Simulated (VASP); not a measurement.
# HfN (Fm-3m) in VASP: a series of runs, part 2 of 2

VASP 6.6.1. The steps go on from the part before.

**3. Single point, PBE**

This run uses another cell than the first one, of 11.02 Å³/atom, 1.021 times its volume.

The input, INCAR:

```
PREC = Accurate
ENCUT = 520
EDIFF = 1E-6
ISMEAR = 0
SIGMA = 0.1
LREAL = False
LASPH = True
NELM = 80
ALGO = Normal
ISIF = 2
LWAVE = False
LCHARG = False
GGA = PE
NBANDS = 14
```

The input, KPOINTS:

```
Automatic mesh
0
Gamma
  11 11 11
```

The input, POSCAR:

```
HfN
1.0
    0.0000000000      2.2255097759      2.2255097759
    2.2255097759      0.0000000000      2.2255097759
    2.2255097759      2.2255097759      0.0000000000
Hf N
1 1
Direct
    0.0000000000      0.0000000000      0.0000000000
    0.5000000000      0.5000000000      0.5000000000
```

Potentials or basis: VASP PAW PBE potentials, release 64 (Hf_pv, N).

Command:

```console
cat potpaw_PBE.64/Hf_pv/POTCAR potpaw_PBE.64/N/POTCAR > POTCAR
mpirun -np 1 vasp_std > vasp.out
```

OUTCAR:

```text
PREC = Accurate
   ENCUT = 520
   EDIFF = 1E-6
   ISMEAR = 0
   LREAL = False
   LASPH = True
   NELM = 80
   ISIF = 2
   GGA = PE

 ion  position               nearest neighbor table
   1  0.000  0.000  0.000-   2 2.23   2 2.23   2 2.23   2 2.23   2 2.23   2 2.23
   2  0.500  0.500  0.500-   1 2.23   1 2.23   1 2.23   1 2.23   1 2.23   1 2.23

  LATTYP: Found a face centered cubic cell.
 ALAT       =     4.4510195518

  Lattice vectors:

 A1 = (   0.0000000000,   2.2255097759,   2.2255097759)
 A2 = (   2.2255097759,   0.0000000000,   2.2255097759)
 A3 = (   2.2255097759,   2.2255097759,   0.0000000000)

Analysis of symmetry for initial positions (statically):
=====================================================================
 Subroutine PRICEL returns:
 Original cell was already a primitive cell.

 Routine SETGRP: Setting up the symmetry group for a
 face centered cubic supercell.

 Subroutine GETGRP returns: Found 48 space group operations
 (whereof 48 operations were pure point group operations)
 out of a pool of 48 trial point group operations.

The static configuration has the point symmetry O_h .

Analysis of symmetry for dynamics (positions and initial velocities):
=====================================================================
 Subroutine PRICEL returns:
 Original cell was already a primitive cell.

 Routine SETGRP: Setting up the symmetry group for a
 face centered cubic supercell.

 Subroutine GETGRP returns: Found 48 space group operations
 (whereof 48 operations were pure point group operations)
 out of a pool of 48 trial point group operations.

The dynamic configuration has the point symmetry O_h .

 Subroutine INISYM returns: Found 48 space group operations
 (whereof 48 operations are pure point group operations),
 and found     1 'primitive' translations

----------------------------------------------------------------------------------------

                                     Primitive cell

  volume of cell :      22.0454

  direct lattice vectors                    reciprocal lattice vectors
[... 118 lines left out ...]
 non-spin polarized calculation
 Gauss-broadening in eV      SIGMA  =   0.10
  energy-cutoff  :      520.00
  volume of cell :       22.05
 maximum number of plane-waves:       609
   NGX = 11   NGY = 11   NGZ = 11

 number of electron      15.0000001 magnetization

 Free energy of the ion-electron system (eV)
  ---------------------------------------------------
  ext. energy  EPLUGINS =         0.00000000
  ---------------------------------------------------
  free energy    TOTEN  =       -21.68821083 eV

  energy without entropy =      -21.68425806  energy(sigma->0) =      -21.68623445

 E-fermi :   8.7346     XC(G=0): -12.9697

 val. band max:        8.7296505253   @ k =   0.4545   0.1818   0.0000
 cond. band min:       8.7708398595   @ k =  -0.0909   0.0909   0.0000
 fundamental gap:      0.0411893343
 Fermi energy:         8.7345859283

 k-point     1 :       0.0000    0.0000    0.0000
  band No.  band energies     occupation
      1     -22.1854      2.00000
      2     -22.1854      2.00000
      3     -22.1854      2.00000
      4      -8.9851      2.00000
      5       5.7119      2.00000
      6       5.7119      2.00000
      7       5.7119      2.00000
      8       8.4167      1.99999
      9       8.4167      1.99999
     10       8.4167      1.99999
     11      10.8690      0.00000
     12      10.8690      0.00000
     13      11.0280      0.00000
     14      18.4633      0.00000
[... 377 lines left out ...]
      1     -22.8258      2.00000
      2     -22.4183      2.00000
      3     -22.2242      2.00000
      4      -7.3245      2.00000
      5       1.6218      2.00000
      6       3.0608      2.00000
      7       3.8873      2.00000
      8       9.6804      0.00000
      9       9.9072      0.00000
     10      12.0880      0.00000
     11      12.3110      0.00000
     12      15.3825      0.00000
     13      16.3995      0.00000
     14      21.2038      0.00000

 [... further k-points ...]

------------------------ aborting loop because EDIFF is reached ----------------------------------------

  FORCE on cell =-STRESS in cart. coord.  units (eV):
  Direction    XX          YY          ZZ          XY          YZ          ZX
  --------------------------------------------------------------------------------------
  -------------------------------------------------------------------------------------
  Total        2.3484157      2.3484157      2.3484157      0.0000000      0.0000000      0.0000000
  in kB      170.6738724    170.6738724    170.6738724      0.0000000      0.0000000      0.0000000
  external PRESSURE =     170.6738724 kB  Pullay stress =       0.0000000 kB

 VOLUME and BASIS-vectors are now :
 -----------------------------------------------------------------------------
  energy-cutoff  :      520.00
  volume of cell :       22.05
      direct lattice vectors                 reciprocal lattice vectors
     0.000000000  2.225509776  2.225509776    -0.224667627  0.224667627  0.224667627
     2.225509776  0.000000000  2.225509776     0.224667627 -0.224667627  0.224667627
     2.225509776  2.225509776  0.000000000     0.224667627  0.224667627 -0.224667627

 POSITION                                       TOTAL-FORCE (eV/Angst)
 -----------------------------------------------------------------------------------
      0.00000      0.00000      0.00000         0.000000     -0.000000     -0.000000
      2.22551      2.22551      2.22551        -0.000000      0.000000      0.000000
 -----------------------------------------------------------------------------------
    total drift:                                0.000000     -0.000000     -0.000000

  FREE ENERGIE OF THE ION-ELECTRON SYSTEM (eV)
  ---------------------------------------------------
  free  energy   TOTEN  =       -21.6882108336 eV

  energy  without entropy=      -21.6842580574  energy(sigma->0) =      -21.68623445
```

Run time: 30 s. Hardware: 1 thread of Intel Xeon 6975P-C, shared host; peak memory 0.15 GiB.

What came out:

| Item | Value |
| --- | --- |
| Free energy | -21.6882 eV |
| Pressure | 17.1 GPa |

Levels at points of the mesh, in eV from the Fermi level:
```
           k point  band 4  band 5  band 6  band 7  band 8  band 9  band 10  band 11  band 12  band 13
(0.00, 0.00, 0.00)  -17.72   -3.02   -3.02   -3.02   -0.32   -0.32    -0.32     2.13     2.13     2.29
```

Caveat: spin-orbit coupling is left out, which moves the levels of the heavy elements.

**4. Single point, PBE**

This run uses another cell than the first one, of 11.25 Å³/atom, 1.043 times its volume.

The input, INCAR:

```
SYSTEM = HfN
PREC = Accurate
ENCUT = 520
EDIFF = 1E-7
ISMEAR = 0
SIGMA = 0.1
LREAL = .FALSE.
LASPH = .TRUE.
NELM = 100
ALGO = Normal
ISIF = 2
LWAVE = .FALSE.
LCHARG = .TRUE.
GGA = PE
LELF = .TRUE.
LVHAR = .TRUE.
NBANDS = 14
```

The input, KPOINTS:

```
Automatic mesh
0
G
  11 11 11
  0 0 0
```

The input, POSCAR:

```
HfN
1.0
    0.0000000000      2.2408586042      2.2408586042
    2.2408586042      0.0000000000      2.2408586042
    2.2408586042      2.2408586042      0.0000000000
Hf N
1 1
Direct
    0.0000000000      0.0000000000      0.0000000000
    0.5000000000      0.5000000000      0.5000000000
```

Command:

```console
cat potpaw_PBE.64/Hf_pv/POTCAR potpaw_PBE.64/N/POTCAR > POTCAR
mpirun -np 1 vasp_std > vasp.out
```

It took 30 s on 1 thread of Intel Xeon 6975P-C, shared host; peak memory 0.15 GiB.

It converged, with:

- Free energy: -21.7276 eV
- Pressure: 10.3 GPa

Levels at points of the mesh, in eV from the Fermi level:
| k point | band 6 | band 7 | band 8 | band 9 | band 10 | band 11 |
| --- | --- | --- | --- | --- | --- | --- |
| (0.00, 0.00, 0.00) | -3.00 | -3.00 | -0.31 | -0.31 | -0.31 | 2.08 |

Caveat: spin-orbit coupling is left out, which moves the levels of the heavy elements.

**5. The runs side by side**

```csv
cell,gap on the mesh (eV),pressure (GPa)
"a = 3.125 Å, angles 60.0°, 2 atoms",none,24.6
"a = 3.147 Å, angles 60.0°, 2 atoms",none,17.1
"a = 3.169 Å, angles 60.0°, 2 atoms",none,10.3
```

Alike in all rows: task single point; level PBE; potentials or basis VASP PAW PBE potentials, release 64 (Hf_pv, N); no spin polarisation; k mesh 11 × 11 × 11; cutoff (eV) 520; smearing gaussian 0.1 eV.

Caveats: spin-orbit coupling is left out, which moves the levels of the heavy elements.

Absolute energies hang on the potentials; compare differences alone.
